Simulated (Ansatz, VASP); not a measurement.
# YAl2N3 in VASP and in Ansatz

```xyz
6
Lattice="3.5431 0.0000 0.0000 0.0000 3.5431 0.0000 0.0000 0.0000 5.8643" Properties=species:S:1:pos:R:3 pbc="T T T"
Y     1.7716    1.7716    0.0000
Al    0.0000    0.0000    1.8505
Al    0.0000    0.0000    4.0138
N     0.0000    1.7716    2.9322
N     1.7716    0.0000    2.9322
N     0.0000    0.0000    0.0000
```

Alike in both runs: task relaxation of cell and atoms; functional PBE; k mesh 10 × 10 × 6; occupations gaussian, width 0.1 eV; no spin polarisation.

```csv
,VASP,Ansatz
version,VASP 6.6.1,Ansatz 0.2.0
potentials or method,"VASP PAW PBE potentials, release 64 (Y_sv, Al, N), cutoff 600 eV","scalar-relativistic, plane waves, PAW"
valence electrons in the cell,32,32
```

```tsv
	VASP	Ansatz	Ansatz less VASP
gap on the k mesh at the Fermi level, each at its own relaxed structure (eV)	none	none	-
relaxed volume (Å³/atom)	12.26	12.28	+0.022
relaxed cell length with the largest relative difference (Å)	5.850	5.854	+0.0042
```

A gap of «none» marks a metal or a gap that the smearing closes.
